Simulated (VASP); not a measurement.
# YNi2B2C (I4/mmm) in VASP: single point with LDA

Aim: the single point of YNi2B2C with LDA.

Everything below comes from runs of VASP 6.6.1. Logs are shortened: lines on timing, memory, paths and dates and some standing lists are left out, and cuts for length are marked.

## Step 1: The cell of the first run

It takes space group I4/mmm (No. 139, tetragonal). Conventional cell: a = 3.477 Å, b = 3.477 Å, c = 10.198 Å, α = 90.00°, β = 90.00°, γ = 90.00°. Y (site symmetry 4/mmm) has 4 C at 2.46 Å and 8 B at 2.87 Å and 8 Ni at 3.09 Å within 3.2 Å. Within 2.7 Å of Ni (site symmetry -4m2) lie 4 B at 2.04 Å and 4 Ni at 2.46 Å. B (site symmetry 4mm) has 1 C at 1.48 Å and 4 Ni at 2.04 Å within 2.1 Å. C (site symmetry 4/mmm) has 2 B at 1.48 Å within 2.0 Å.

## Step 2: Single point, LDA

The input, INCAR:

```
SYSTEM = YNi2B2C
PREC = Accurate
ENCUT = 520
EDIFF = 1E-7
ISMEAR = 0
SIGMA = 0.1
LREAL = .False.
LASPH = .True.
NELM = 100
ALGO = Normal
ISIF = 2
LWAVE = .False.
LCHARG = .False.
NBANDS = 30
```

The input, KPOINTS:

```
Automatic mesh
0
Gamma
  14 14 14
  0 0 0
```

The input, POSCAR:

```
YNi2B2C
1.0
   -1.7383546924      1.7383546924      5.0990203298
    1.7383546924     -1.7383546924      5.0990203298
    1.7383546924      1.7383546924     -5.0990203298
Y Ni B C
1 2 2 1
Direct
    0.5000000000      0.5000000000      0.0000000000
    0.7500000000      0.2500000000      0.5000000000
    0.2500000000      0.7500000000      0.5000000000
    0.1453098618      0.1453098618      0.0000000000
    0.8546901382      0.8546901382      0.0000000000
    0.0000000000      0.0000000000      0.0000000000
```

Potentials or basis: VASP PAW LDA potentials, release 64 (Y_sv, Ni, B, C).

Command:

```sh
> cat potpaw_LDA.64/Y_sv/POTCAR potpaw_LDA.64/Ni/POTCAR potpaw_LDA.64/B/POTCAR potpaw_LDA.64/C/POTCAR > POTCAR
> mpirun -np 1 vasp_std > vasp.out
```

OUTCAR:

```text
SYSTEM = YNi2B2C
   PREC = Accurate
   ENCUT = 520
   EDIFF = 1E-7
   ISMEAR = 0
   LREAL = .False.
   LASPH = .True.
   NELM = 100
   ISIF = 2

 ion  position               nearest neighbor table
   1  0.500  0.500  0.000-   6 2.46   6 2.46   6 2.46   6 2.46   4 2.87   4 2.87   5 2.87   4 2.87
                             5 2.87   4 2.87   5 2.87   5 2.87   3 3.09   2 3.09   3 3.09   2 3.09
   2  0.750  0.250  0.500-   5 2.04   4 2.04   5 2.04   4 2.04   3 2.46   3 2.46   3 2.46   3 2.46
                             1 3.09   1 3.09   1 3.09   1 3.09
   3  0.250  0.750  0.500-   5 2.04   4 2.04   5 2.04   4 2.04   2 2.46   2 2.46   2 2.46   2 2.46
                             1 3.09   1 3.09   1 3.09   1 3.09
   4  0.145  0.145  0.000-   6 1.48   3 2.04   2 2.04   2 2.04   3 2.04   1 2.87   1 2.87   1 2.87
                             1 2.87
   5  0.855  0.855  0.000-   6 1.48   3 2.04   2 2.04   2 2.04   3 2.04   1 2.87   1 2.87   1 2.87
                             1 2.87
   6  0.000  0.000  0.000-   4 1.48   5 1.48   1 2.46   1 2.46   1 2.46   1 2.46

  LATTYP: Found a body centered tetragonal cell.
 ALAT       =     3.4767093848
 C/A-ratio  =     2.9332450691

  Lattice vectors:

 A1 = (  -1.7383546924,   1.7383546924,   5.0990203298)
 A2 = (   1.7383546924,  -1.7383546924,   5.0990203298)
 A3 = (   1.7383546924,   1.7383546924,  -5.0990203298)

Analysis of symmetry for initial positions (statically):
=====================================================================
 Subroutine PRICEL returns:
 Original cell was already a primitive cell.

 Routine SETGRP: Setting up the symmetry group for a
 body centered tetragonal supercell.

 Subroutine GETGRP returns: Found 16 space group operations
 (whereof 16 operations were pure point group operations)
 out of a pool of 16 trial point group operations.

The static configuration has the point symmetry D_4h.

Analysis of symmetry for dynamics (positions and initial velocities):
=====================================================================
 Subroutine PRICEL returns:
 Original cell was already a primitive cell.

 Routine SETGRP: Setting up the symmetry group for a
 body centered tetragonal supercell.

 Subroutine GETGRP returns: Found 16 space group operations
 (whereof 16 operations were pure point group operations)
 out of a pool of 16 trial point group operations.

The dynamic configuration has the point symmetry D_4h.

 Subroutine INISYM returns: Found 16 space group operations
 (whereof 16 operations are pure point group operations),
 and found     1 'primitive' translations

----------------------------------------------------------------------------------------

                                     Primitive cell

  volume of cell :      61.6344

  direct lattice vectors                    reciprocal lattice vectors
    -1.738354692  1.738354692  5.099020330     0.000000000  0.287628297  0.098058052
     1.738354692 -1.738354692  5.099020330     0.287628297  0.000000000  0.098058052
     1.738354692  1.738354692 -5.099020330     0.287628297  0.287628297  0.000000000

  length of vectors
     5.660721014  5.660721014  5.660721014     0.303883890  0.303883890  0.406767839

  position of ions in fractional coordinates (direct lattice)
     0.500000000  0.500000000  0.000000000
     0.750000000  0.250000000  0.500000000
     0.250000000  0.750000000  0.500000000
     0.145309862  0.145309862  0.000000000
     0.854690138  0.854690138  0.000000000
     0.000000000  0.000000000  0.000000000

  ion indices of the primitive-cell ions
   primitive index   ion index
                 1           1
                 2           2
                 3           3
                 4           4
                 5           5
                 6           6

----------------------------------------------------------------------------------------

 KPOINTS: Automatic mesh

Automatic generation of k-mesh.
 Grid dimensions read from file:
 generate k-points for:   14   14   14

 Generating k-lattice:

  Cartesian coordinates                     Fractional coordinates (reciprocal lattice)
     0.000000000  0.020544878  0.007004147     0.071428571 -0.000000000  0.000000000
     0.020544878  0.000000000  0.007004147    -0.000000000  0.071428571  0.000000000
     0.020544878  0.020544878  0.000000000     0.000000000  0.000000000  0.071428571

  Length of vectors
     0.021705992  0.021705992  0.029054846

  Shift w.r.t. Gamma in fractional coordinates (k-lattice)
     0.000000000  0.000000000  0.000000000

 Subroutine IBZKPT returns following result:
 ===========================================

 Found    244 irreducible k-points:

 Following reciprocal coordinates:
            Coordinates               Weight
  0.000000  0.000000  0.000000      1.000000
  0.071429 -0.000000  0.000000      8.000000
  0.142857  0.000000  0.000000      8.000000
  0.214286 -0.000000  0.000000      8.000000
  0.285714 -0.000000  0.000000      8.000000
  0.357143 -0.000000  0.000000      8.000000
[... 16 lines left out ...]
  0.214286  0.142857  0.000000     16.000000
  0.285714  0.142857  0.000000     16.000000
 [... further k-points ...]
   k-points           NKPTS =    244   k-points in BZ     NKDIM =    244   number of bands    NBANDS=     30
   number of dos      NEDOS =    301   number of ions     NIONS =      6
   total plane-waves  NPLWV =  74088
   dimension x,y,z NGX =    42 NGY =   42 NGZ =   42
   dimension x,y,z NGXF=    84 NGYF=   84 NGZF=   84
   ions per type =               1   2   2   1
   NGX,Y,Z   is equivalent  to a cutoff of  12.33, 12.33, 12.33 a.u.
   NGXF,Y,Z  is equivalent  to a cutoff of  24.67, 24.67, 24.67 a.u.
 SYSTEM =  YNi2B2C
   PREC   = accura    normal or accurate (medium, high low for compatibility)
   ISTART =      0    job   : 0-new  1-cont  2-samecut
   ICHARG =      2    charge: 1-file 2-atom 10-const
   ISPIN  =      1    spin polarized calculation?
   LNONCOLLINEAR =      F non collinear calculations
   LSORBIT =      F    spin-orbit coupling
   LASPH  =      T    aspherical Exc in radial PAW
   ENCUT  =  520.0 eV  38.22 Ry    6.18 a.u.  10.53 10.53 10.53*2*pi/ulx,y,z
   NELM   =    100;   NELMIN=  2; NELMDL= -5     # of ELM steps
   EDIFF  = 0.1E-06   stopping-criterion for ELM
   LREAL  =      F    real-space projection
   EDIFFG = 0.1E-05   stopping-criterion for IOM
   NSW    =      0    number of steps for IOM
   IBRION =     -1    ionic relax: 0-MD 1-quasi-New 2-CG
   NFREE  =      0    steps in history (QN), initial steepest desc. (CG)
   ISIF   =      2    stress and relaxation
   ISYM   =      2    0-nonsym 1-usesym 2-fastsym
   POTIM  = 0.5000    time-step for ionic-motion
   TEBEG  =    0.0;   TEEND  =   0.0 temperature during run
   PSTRESS=    0.0 pullay stress
   NELECT =      41.0000    total number of electrons
   NUPDOWN=      -1.0000    fix difference up-down
   EMIN   =  10.00;   EMAX   =-10.00  energy-range for DOS
   EFERMI =   0.00;   METHOD = LEGACY
   ISMEAR =     0;   SIGMA  =   0.10  broadening in eV -4-tet -1-fermi 0-gaus
   EFERMI_NEDOS =   21; number of points for ismear=-14 and -15
   IALGO  =     38    algorithm
   IMIX   =      4    mixing-type and parameters
     AMIX     =   0.40;   BMIX     =  1.00
     AMIX_MAG =   1.60;   BMIX_MAG =  1.00
  volume/ion in A,a.u.               =      10.27        69.32
  Fermi-wavevector in a.u.,A,eV,Ry     =   1.429097  2.700601 27.787414  2.042317
  Thomas-Fermi vector in A             =   2.549087
   LORBIT       =      0    0 simple, 1 ext, 2 COOP (PROOUT), +10 PAW based schemes
   GGA     = CA    functional components
   LHFCALC =     F    Hartree Fock is set to
   AEXX    =    0.0000 exact exchange contribution
   IVDW    =     0    specifies the selected vdW correction
   LEPSILON=     F    determine dielectric tensor
   LRPA    =     F    only Hartree local field effects (RPA)
 non-spin polarized calculation
 Gauss-broadening in eV      SIGMA  =   0.10
  energy-cutoff  :      520.00
  volume of cell :       61.63
 maximum number of plane-waves:      1694
   NGX = 21   NGY = 21   NGZ = 21

 number of electron      41.0000008 magnetization

 Free energy of the ion-electron system (eV)
  ---------------------------------------------------
  ext. energy  EPLUGINS =         0.00000000
  ---------------------------------------------------
  free energy    TOTEN  =       -48.65472715 eV

  energy without entropy =      -48.63918038  energy(sigma->0) =      -48.64695376

 E-fermi :   7.6931     XC(G=0): -12.5966

 val. band max:        7.6928491824   @ k =  -0.2857   0.5000   0.2143
 cond. band min:       7.6931436817   @ k =   0.3571   0.3571   0.0714
 fundamental gap:      0.0002944993
 Fermi energy:         7.6930565302

 k-point     1 :       0.0000    0.0000    0.0000
  band No.  band energies     occupation
      1     -34.0662      2.00000
      2     -14.3258      2.00000
      3     -14.1514      2.00000
      4     -14.1514      2.00000
      5      -5.9843      2.00000
      6      -1.3645      2.00000
[... 22 lines left out ...]
     29      14.4569      0.00000
     30      14.6726      0.00000

 k-point     2 :       0.0714   -0.0000    0.0000
  band No.  band energies     occupation
      1     -34.0642      2.00000
      2     -14.3223      2.00000
      3     -14.1872      2.00000
      4     -14.1470      2.00000
      5      -5.9154      2.00000
      6      -1.4055      2.00000
[... 22 lines left out ...]
     29      14.5399      0.00000
     30      14.6463      0.00000

 k-point     3 :       0.1429    0.0000    0.0000
  band No.  band energies     occupation
      1     -34.0585      2.00000
      2     -14.3125      2.00000
      3     -14.2852      2.00000
      4     -14.1347      2.00000
      5      -5.7195      2.00000
      6      -1.4754      2.00000
[... 22 lines left out ...]
     29      14.2738      0.00000
     30      14.5478      0.00000

 k-point     4 :       0.2143   -0.0000    0.0000
  band No.  band energies     occupation
      1     -34.0502      2.00000
      2     -14.4220      2.00000
      3     -14.2980      2.00000
      4     -14.1167      2.00000
      5      -5.4268      2.00000
      6      -1.5424      2.00000
[... 22 lines left out ...]
     29      14.5180      0.00000
     30      14.5963      0.00000

 k-point     5 :       0.2857   -0.0000    0.0000
  band No.  band energies     occupation
      1     -34.0410      2.00000
      2     -14.5675      2.00000
      3     -14.2819      2.00000
      4     -14.0966      2.00000
      5      -5.0830      2.00000
      6      -1.6054      2.00000
[... 22 lines left out ...]
     29      15.0914      0.00000
     30      15.2173      0.00000
[... 526 lines left out ...]
     29      14.4553      0.00000
     30      14.6554      0.00000

 k-point    22 :       0.1429    0.1429    0.0000
  band No.  band energies     occupation
      1     -34.0508      2.00000
      2     -14.3016      2.00000
      3     -14.2878      2.00000
      4     -14.2386      2.00000
      5      -5.4891      2.00000
      6      -1.6969      2.00000
[... 22 lines left out ...]
     29      14.2631      0.00000
     30      14.9938      0.00000

 k-point    23 :       0.2143    0.1429    0.0000
  band No.  band energies     occupation
      1     -34.0426      2.00000
      2     -14.4012      2.00000
      3     -14.2873      2.00000
      4     -14.2344      2.00000
      5      -5.2579      2.00000
      6      -1.7318      2.00000
[... 22 lines left out ...]
     29      14.2570      0.00000
     30      15.6253      0.00000

 k-point    24 :       0.2857    0.1429    0.0000
  band No.  band energies     occupation
      1     -34.0334      2.00000
      2     -14.5392      2.00000
      3     -14.2714      2.00000
      4     -14.2115      2.00000
      5      -5.0033      2.00000
      6      -1.7307      2.00000
[... 22 lines left out ...]
     29      14.3431      0.00000
     30      15.8820      0.00000

 [... further k-points ...]

------------------------ aborting loop because EDIFF is reached ----------------------------------------

  FORCE on cell =-STRESS in cart. coord.  units (eV):
  Direction    XX          YY          ZZ          XY          YZ          ZX
  --------------------------------------------------------------------------------------
  -------------------------------------------------------------------------------------
  Total        0.1573736      0.1573736     -0.0260123      0.0000000      0.0000000      0.0000000
  in kB        4.0908998      4.0908998     -0.6761851      0.0000000      0.0000000      0.0000000
  external PRESSURE =       2.5018715 kB  Pullay stress =       0.0000000 kB

 VOLUME and BASIS-vectors are now :
 -----------------------------------------------------------------------------
  energy-cutoff  :      520.00
  volume of cell :       61.63
      direct lattice vectors                 reciprocal lattice vectors
    -1.738354692  1.738354692  5.099020330     0.000000000  0.287628297  0.098058052
     1.738354692 -1.738354692  5.099020330     0.287628297  0.000000000  0.098058052
     1.738354692  1.738354692 -5.099020330     0.287628297  0.287628297  0.000000000

 POSITION                                       TOTAL-FORCE (eV/Angst)
 -----------------------------------------------------------------------------------
      0.00000      0.00000      5.09902        -0.000000     -0.000000     -0.000000
     -0.00000      1.73835      2.54951        -0.000000     -0.000000     -0.000000
      1.73835     -0.00000      2.54951        -0.000000     -0.000000     -0.000000
      0.00000      0.00000      1.48188         0.000000      0.000000      0.001999
      0.00000      0.00000      8.71616        -0.000000     -0.000000     -0.001999
      0.00000      0.00000      0.00000        -0.000000     -0.000000     -0.000000
 -----------------------------------------------------------------------------------
    total drift:                               -0.000000     -0.000000      0.000000

  FREE ENERGIE OF THE ION-ELECTRON SYSTEM (eV)
  ---------------------------------------------------
  free  energy   TOTEN  =       -48.6547271514 eV

  energy  without entropy=      -48.6391803762  energy(sigma->0) =      -48.64695376
```

Wall time 17 min (1 thread of Intel Xeon Platinum 8259CL at 2.50GHz (Skylake/Cascade Lake), shared host); peak memory 0.61 GiB.

What came out:

| Quantity | Value |
| --- | --- |
| Free energy | -48.6547 eV |
| Pressure | 0.3 GPa |
| Band gap on the k mesh | zero (an odd number of electrons rules out a gap without spin polarisation) |

Stress tensor (GPa, compression positive):
```
 0.41  0.00  0.00
 0.00  0.41  0.00
 0.00  0.00 -0.07
```

Levels at points of the mesh, in eV from the Fermi level:
```tsv
k point	band 17	band 18	band 19	band 20	band 21	band 22	band 23	band 24
(0.00, 0.00, 0.00)	-1.16	-1.16	-0.86	-0.86	-0.62	-0.62	0.53	4.02
(0.50, 0.00, 0.00)	-2.31	-2.25	-2.24	-1.78	0.95	1.54	2.76	3.45
(0.50, 0.50, 0.00)	-2.14	-1.82	-1.64	-1.63	-1.01	-0.06	1.78	3.58
(0.50, 0.50, 0.50)	-1.42	-1.42	-1.30	-0.62	0.30	2.31	2.31	2.68
```

Spin polarisation is off, so any magnetic state and its effect on volume and gap are missing.
